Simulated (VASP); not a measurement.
# HfB (R-3m) in VASP: further runs

HfB is run at these levels: PBE; tasks: single point.

All numbers are computed with VASP 6.6.1; they aren't measurements. Logs are shortened: lines on timing, memory, paths and dates and some standing lists are left out, and cuts for length are marked.

## Step 1: The cell of the first run

The structure is trigonal, space group R-3m (No. 166). The conventional cell has a = 3.873 Å, b = 3.873 Å, c = 5.693 Å, α = 90.00°, β = 90.00°, γ = 120.00°. Hf (site symmetry -3m) has 8 B at 2.43 to 2.85 Å and 6 Hf at 2.93 Å within 3.2 Å. Within 3.2 Å of B (site symmetry -3m) lie 8 Hf at 2.43 to 2.85 Å and 6 B at 2.93 Å.

## Step 2: Single point, PBE

INCAR reads:

```
  ALGO = Normal
  EDIFF = 1E-7
  ENCUT = 520
  GGA = PE
  ISIF = 2
  ISMEAR = 0
  LASPH = True
  LCHARG = True
  LELF = True
  LREAL = False
  LVHAR = True
  LWAVE = False
  NBANDS = 14
  NELM = 100
  PREC = Accurate
  SIGMA = 0.15
```

KPOINTS reads:

```
k-points
0
Gamma
  20 20 20
```

POSCAR reads:

```
HfB
1.0
   -0.7303487585      2.0084590859      2.0084590859
    2.0084590859     -0.7303487585      2.0084590859
    2.0084590859      2.0084590859     -0.7303487585
Hf B
1 1
Direct
    0.5000000000      0.5000000000      0.5000000000
    0.0000000000      0.0000000000      0.0000000000
```

Potentials or basis: VASP PAW PBE potentials, release 64 (Hf_pv, B).

Run with:

```bash
$ cat potpaw_PBE.64/Hf_pv/POTCAR potpaw_PBE.64/B/POTCAR > POTCAR
$ mpirun -np 1 vasp_std > vasp.out
```

OUTCAR:

```text
EDIFF = 1E-7
   ENCUT = 520
   GGA = PE
   ISIF = 2
   ISMEAR = 0
   LASPH = True
   LREAL = False
   NELM = 100
   PREC = Accurate

 ion  position               nearest neighbor table
   1  0.500  0.500  0.500-   2 2.43   2 2.43   2 2.43   2 2.43   2 2.43   2 2.43   2 2.85   2 2.85

   2  0.000  0.000  0.000-   1 2.43   1 2.43   1 2.43   1 2.43   1 2.43   1 2.43   1 2.85   1 2.85

  LATTYP: Found a trigonal (rhomboedric) cell.
 ALAT       =     2.9327845316
 COS(alpha) =     0.1279069767

  Lattice vectors:

 A1 = (  -0.7303487585,   2.0084590859,   2.0084590859)
 A2 = (   2.0084590859,  -0.7303487585,   2.0084590859)
 A3 = (   2.0084590859,   2.0084590859,  -0.7303487585)

Analysis of symmetry for initial positions (statically):
=====================================================================
 Subroutine PRICEL returns:
 Original cell was already a primitive cell.

 Routine SETGRP: Setting up the symmetry group for a
 trigonal (rhombohedral) supercell.

 Subroutine GETGRP returns: Found 12 space group operations
 (whereof 12 operations were pure point group operations)
 out of a pool of 12 trial point group operations.

The static configuration has the point symmetry D_3d.

Analysis of symmetry for dynamics (positions and initial velocities):
=====================================================================
 Subroutine PRICEL returns:
 Original cell was already a primitive cell.

 Routine SETGRP: Setting up the symmetry group for a
 trigonal (rhombohedral) supercell.

 Subroutine GETGRP returns: Found 12 space group operations
 (whereof 12 operations were pure point group operations)
 out of a pool of 12 trial point group operations.

The dynamic configuration has the point symmetry D_3d.

 Subroutine INISYM returns: Found 12 space group operations
 (whereof 12 operations are pure point group operations),
 and found     1 'primitive' translations

----------------------------------------------------------------------------------------

                                     Primitive cell

  volume of cell :      24.6528

  direct lattice vectors                    reciprocal lattice vectors
    -0.730348759  2.008459086  2.008459086    -0.141992031  0.223130335  0.223130335
     2.008459086 -0.730348759  2.008459086     0.223130335 -0.141992031  0.223130335
     2.008459086  2.008459086 -0.730348759     0.223130335  0.223130335 -0.141992031

  length of vectors
     2.932784532  2.932784532  2.932784532     0.346028943  0.346028943  0.346028943

  position of ions in fractional coordinates (direct lattice)
     0.500000000  0.500000000  0.500000000
     0.000000000  0.000000000  0.000000000

  ion indices of the primitive-cell ions
   primitive index   ion index
                 1           1
                 2           2

----------------------------------------------------------------------------------------

 KPOINTS: k-points

Automatic generation of k-mesh.
 Grid dimensions read from file:
 generate k-points for:   20   20   20

 Generating k-lattice:

  Cartesian coordinates                     Fractional coordinates (reciprocal lattice)
    -0.007099602  0.011156517  0.011156517     0.050000000  0.000000000  0.000000000
     0.011156517 -0.007099602  0.011156517     0.000000000  0.050000000  0.000000000
     0.011156517  0.011156517 -0.007099602     0.000000000  0.000000000  0.050000000

  Length of vectors
     0.017301447  0.017301447  0.017301447

  Shift w.r.t. Gamma in fractional coordinates (k-lattice)
     0.000000000  0.000000000  0.000000000

 Subroutine IBZKPT returns following result:
 ===========================================

 Found    781 irreducible k-points:

 Following reciprocal coordinates:
            Coordinates               Weight
  0.000000  0.000000  0.000000      1.000000
  0.050000 -0.000000 -0.000000      6.000000
  0.100000  0.000000  0.000000      6.000000
  0.150000  0.000000  0.000000      6.000000
  0.200000  0.000000  0.000000      6.000000
  0.250000  0.000000  0.000000      6.000000
[... 16 lines left out ...]
 -0.400000  0.050000  0.000000     12.000000
 -0.350000  0.050000  0.000000     12.000000
 [... further k-points ...]
   k-points           NKPTS =    781   k-points in BZ     NKDIM =    781   number of bands    NBANDS=     14
   number of dos      NEDOS =    301   number of ions     NIONS =      2
   total plane-waves  NPLWV =  13824
   dimension x,y,z NGX =    24 NGY =   24 NGZ =   24
   dimension x,y,z NGXF=    48 NGYF=   48 NGZF=   48
   ions per type =               1   1
   NGX,Y,Z   is equivalent  to a cutoff of  13.60, 13.60, 13.60 a.u.
   NGXF,Y,Z  is equivalent  to a cutoff of  27.21, 27.21, 27.21 a.u.
 SYSTEM =  unknown system
   PREC   = accura    normal or accurate (medium, high low for compatibility)
   ISTART =      0    job   : 0-new  1-cont  2-samecut
   ICHARG =      2    charge: 1-file 2-atom 10-const
   ISPIN  =      1    spin polarized calculation?
   LNONCOLLINEAR =      F non collinear calculations
   LSORBIT =      F    spin-orbit coupling
   LASPH  =      T    aspherical Exc in radial PAW
   ENCUT  =  520.0 eV  38.22 Ry    6.18 a.u.   5.45  5.45  5.45*2*pi/ulx,y,z
   NELM   =    100;   NELMIN=  2; NELMDL= -5     # of ELM steps
   EDIFF  = 0.1E-06   stopping-criterion for ELM
   LREAL  =      F    real-space projection
   EDIFFG = 0.1E-05   stopping-criterion for IOM
   NSW    =      0    number of steps for IOM
   IBRION =     -1    ionic relax: 0-MD 1-quasi-New 2-CG
   NFREE  =      0    steps in history (QN), initial steepest desc. (CG)
   ISIF   =      2    stress and relaxation
   ISYM   =      2    0-nonsym 1-usesym 2-fastsym
   POTIM  = 0.5000    time-step for ionic-motion
   TEBEG  =    0.0;   TEEND  =   0.0 temperature during run
   PSTRESS=    0.0 pullay stress
   NELECT =      13.0000    total number of electrons
   NUPDOWN=      -1.0000    fix difference up-down
   EMIN   =  10.00;   EMAX   =-10.00  energy-range for DOS
   EFERMI =   0.00;   METHOD = LEGACY
   ISMEAR =     0;   SIGMA  =   0.15  broadening in eV -4-tet -1-fermi 0-gaus
   EFERMI_NEDOS =   21; number of points for ismear=-14 and -15
   IALGO  =     38    algorithm
   IMIX   =      4    mixing-type and parameters
     AMIX     =   0.40;   BMIX     =  1.00
     AMIX_MAG =   1.60;   BMIX_MAG =  1.00
  volume/ion in A,a.u.               =      12.33        83.18
  Fermi-wavevector in a.u.,A,eV,Ry     =   1.322617  2.499383 23.800871  1.749315
  Thomas-Fermi vector in A             =   2.452285
   LORBIT       =      0    0 simple, 1 ext, 2 COOP (PROOUT), +10 PAW based schemes
   GGA     = PE    functional components
   LHFCALC =     F    Hartree Fock is set to
   AEXX    =    0.0000 exact exchange contribution
   IVDW    =     0    specifies the selected vdW correction
   LEPSILON=     F    determine dielectric tensor
   LRPA    =     F    only Hartree local field effects (RPA)
 non-spin polarized calculation
 Gauss-broadening in eV      SIGMA  =   0.15
  energy-cutoff  :      520.00
  volume of cell :       24.65
 maximum number of plane-waves:       679
 NGX is ok and might be reduce to    24

 number of electron      13.0000001 magnetization

 Free energy of the ion-electron system (eV)
  ---------------------------------------------------
  ext. energy  EPLUGINS =         0.00000000
  ---------------------------------------------------
  free energy    TOTEN  =       -16.49375465 eV

  energy without entropy =      -16.47673244  energy(sigma->0) =      -16.48524354

 E-fermi :   6.4226     XC(G=0): -12.3653

 val. band max:        6.4195758125   @ k =   0.5000   0.5000   0.2000
 cond. band min:       6.4241921023   @ k =   0.4500   0.2500   0.0000
 fundamental gap:      0.0046162898
 Fermi energy:         6.4226403726

 k-point     1 :       0.0000    0.0000    0.0000
  band No.  band energies     occupation
      1     -23.1656      2.00000
      2     -23.1656      2.00000
      3     -22.9611      2.00000
      4      -4.4558      2.00000
      5       4.8477      2.00000
      6       4.8477      2.00000
      7       9.2171      0.00000
      8       9.2171      0.00000
      9       9.6161      0.00000
     10      11.8200      0.00000
     11      11.8200      0.00000
     12      12.1768      0.00000
     13      18.8986      0.00000
     14      20.3066      0.00000

 k-point     2 :       0.0500   -0.0000   -0.0000
  band No.  band energies     occupation
      1     -23.1822      2.00000
      2     -23.1633      2.00000
      3     -22.9689      2.00000
      4      -4.3944      2.00000
      5       4.8341      2.00000
      6       4.8658      2.00000
      7       8.9924      0.00000
      8       9.1906      0.00000
      9       9.4776      0.00000
     10      11.9500      0.00000
     11      12.0926      0.00000
     12      12.2289      0.00000
     13      18.9350      0.00000
     14      20.3072      0.00000

 k-point     3 :       0.1000    0.0000    0.0000
  band No.  band energies     occupation
      1     -23.2381      2.00000
      2     -23.1566      2.00000
      3     -22.9833      2.00000
      4      -4.2133      2.00000
      5       4.7639      2.00000
      6       4.9156      2.00000
      7       8.5025      0.00000
      8       9.1006      0.00000
      9       9.2327      0.00000
     10      12.0600      0.00000
     11      12.5398      0.00000
     12      12.7292      0.00000
     13      19.0462      0.00000
     14      20.3092      0.00000

 k-point     4 :       0.1500    0.0000    0.0000
  band No.  band energies     occupation
      1     -23.3376      2.00000
      2     -23.1461      2.00000
      3     -22.9912      2.00000
      4      -3.9218      2.00000
      5       4.5687      2.00000
      6       4.9829      2.00000
      7       7.9709      0.00000
      8       8.7971      0.00000
      9       9.2856      0.00000
     10      12.0492      0.00000
     11      13.0432      0.00000
     12      13.5159      0.00000
     13      19.2260      0.00000
     14      20.3132      0.00000

 k-point     5 :       0.2000    0.0000    0.0000
  band No.  band energies     occupation
      1     -23.4704      2.00000
      2     -23.1328      2.00000
      3     -22.9905      2.00000
      4      -3.5328      2.00000
      5       4.1990      2.00000
      6       5.0402      2.00000
      7       7.5108      0.00000
      8       8.4604      0.00000
      9       9.6128      0.00000
     10      11.9929      0.00000
     11      13.5940      0.00000
[... 276 lines left out ...]
 k-point    22 :      -0.4500    0.0500   -0.0000
  band No.  band energies     occupation
      1     -24.0609      2.00000
      2     -23.0846      2.00000
      3     -22.9668      2.00000
      4      -0.4822      2.00000
      5       0.7970      2.00000
      6       4.6136      2.00000
      7       7.1044      0.00000
      8       7.3006      0.00000
      9      11.3734      0.00000
     10      14.4922      0.00000
     11      15.9231      0.00000
     12      16.5906      0.00000
     13      17.8689      0.00000
     14      18.4160      0.00000

 k-point    23 :      -0.4000    0.0500    0.0000
  band No.  band energies     occupation
      1     -23.9976      2.00000
      2     -23.0923      2.00000
      3     -22.9718      2.00000
      4      -1.1563      2.00000
      5       1.5379      2.00000
      6       4.6771      2.00000
      7       7.1236      0.00000
      8       7.3532      0.00000
      9      11.3697      0.00000
     10      13.4855      0.00000
     11      15.7604      0.00000
     12      16.7743      0.00000
     13      17.6866      0.00000
     14      18.9413      0.00000

 k-point    24 :      -0.3500    0.0500    0.0000
  band No.  band energies     occupation
      1     -23.8970      2.00000
      2     -23.1037      2.00000
      3     -22.9791      2.00000
      4      -1.7969      2.00000
      5       2.2726      2.00000
      6       4.7756      2.00000
      7       7.1606      0.00000
      8       7.4558      0.00000
      9      11.3830      0.00000
     10      12.4102      0.00000
     11      15.4215      0.00000
     12      16.7043      0.00000
     13      17.6362      0.00000
     14      19.5618      0.00000

 [... further k-points ...]

------------------------ aborting loop because EDIFF is reached ----------------------------------------

  FORCE on cell =-STRESS in cart. coord.  units (eV):
  Direction    XX          YY          ZZ          XY          YZ          ZX
  --------------------------------------------------------------------------------------
  -------------------------------------------------------------------------------------
  Total        3.2871321      3.2871321      3.2871321      1.0148117      1.0148117      1.0148117
  in kB      213.6297830    213.6297830    213.6297830     65.9523260     65.9523260     65.9523260
  external PRESSURE =     213.6297830 kB  Pullay stress =       0.0000000 kB

 VOLUME and BASIS-vectors are now :
 -----------------------------------------------------------------------------
  energy-cutoff  :      520.00
  volume of cell :       24.65
      direct lattice vectors                 reciprocal lattice vectors
    -0.730348759  2.008459086  2.008459086    -0.141992031  0.223130335  0.223130335
     2.008459086 -0.730348759  2.008459086     0.223130335 -0.141992031  0.223130335
     2.008459086  2.008459086 -0.730348759     0.223130335  0.223130335 -0.141992031

 POSITION                                       TOTAL-FORCE (eV/Angst)
 -----------------------------------------------------------------------------------
      1.64328      1.64328      1.64328        -0.000000     -0.000000     -0.000000
      0.00000      0.00000      0.00000         0.000000      0.000000      0.000000
 -----------------------------------------------------------------------------------
    total drift:                               -0.000000     -0.000000      0.000000

  FREE ENERGIE OF THE ION-ELECTRON SYSTEM (eV)
  ---------------------------------------------------
  free  energy   TOTEN  =       -16.4937546484 eV

  energy  without entropy=      -16.4767324369  energy(sigma->0) =      -16.48524354
```

Run time: 2 min. Hardware: 1 thread of Intel Xeon 6975P-C, shared host; peak memory 0.38 GiB.

Results:

| Quantity | Value |
| --- | --- |
| Free energy | -16.4938 eV |
| Pressure | 21.4 GPa |

Levels at points of the mesh, in eV from the Fermi level:
| k point | band 3 | band 4 | band 5 | band 6 | band 7 | band 8 | band 9 | band 10 |
| --- | --- | --- | --- | --- | --- | --- | --- | --- |
| (0.00, 0.00, 0.00) | -29.38 | -10.88 | -1.57 | -1.57 | 2.79 | 2.79 | 3.19 | 5.40 |
| (0.50, 0.00, 0.00) | -29.38 | -6.39 | -6.22 | -1.85 | 0.75 | 0.80 | 5.08 | 8.56 |
| (0.50, 0.50, 0.00) | -29.37 | -7.51 | -2.19 | -1.43 | -1.03 | 3.17 | 3.49 | 3.95 |
| (0.50, 0.50, 0.50) | -30.12 | -5.44 | -4.71 | -4.71 | -2.69 | 6.48 | 8.87 | 8.87 |

Caveat: spin-orbit coupling is left out, which moves the levels of the heavy elements.

## Step 3: Single point, PBE

This run uses another cell than the first one, of the same volume but with other edges.

INCAR reads:

```
  PREC = Accurate
  ENCUT = 520
  EDIFF = 1E-7
  ISMEAR = 0
  SIGMA = 0.15
  LREAL = F
  LASPH = T
  NELM = 60
  ALGO = Normal
  ISIF = 2
  LWAVE = F
  LCHARG = F
  GGA = PE
  NBANDS = 14
```

KPOINTS reads:

```
regular mesh
0
Gamma
  20 20 20
```

POSCAR reads:

```
HfB
1.0
   -0.2438591213      2.1947320921      2.1947320921
    2.1947320921     -0.2438591213      2.1947320921
    2.1947320921      2.1947320921     -0.2438591213
Hf B
1 1
Direct
    0.5000000000      0.5000000000      0.5000000000
    0.0000000000      0.0000000000      0.0000000000
```

Potentials or basis: VASP PAW PBE potentials, release 64 (Hf_pv, B).

Run with:

```bash
$ cat potpaw_PBE.64/Hf_pv/POTCAR potpaw_PBE.64/B/POTCAR > POTCAR
$ mpirun -np 1 vasp_std > vasp.out
```

Run time: 2.2 min. Hardware: 1 thread of Intel Xeon 6975P-C, shared host; peak memory 0.38 GiB.

It converged, with:

```
Free energy : -17.0275 eV
Pressure    : 30.4 GPa
```

Stress tensor (GPa, compression positive):
```
30.38  4.11  4.11
 4.11 30.38  4.11
 4.11  4.11 30.38
```

Levels at points of the mesh, in eV from the Fermi level:
| k point | band 5 | band 6 | band 7 | band 8 | band 9 | band 10 |
| --- | --- | --- | --- | --- | --- | --- |
| (0.00, 0.00, 0.00) | 0.96 | 0.96 | 3.41 | 3.41 | 3.60 | 4.27 |
| (0.50, 0.00, 0.00) | -4.68 | -1.97 | -0.19 | 4.74 | 5.28 | 8.78 |
| (0.50, 0.50, 0.00) | -1.36 | -1.26 | 1.39 | 2.94 | 5.58 | 6.51 |
| (0.50, 0.50, 0.50) | -3.36 | -2.61 | -2.61 | 7.23 | 7.25 | 7.25 |

Caveat: spin-orbit coupling is left out, which moves the levels of the heavy elements.

[end of part 1 of 2]
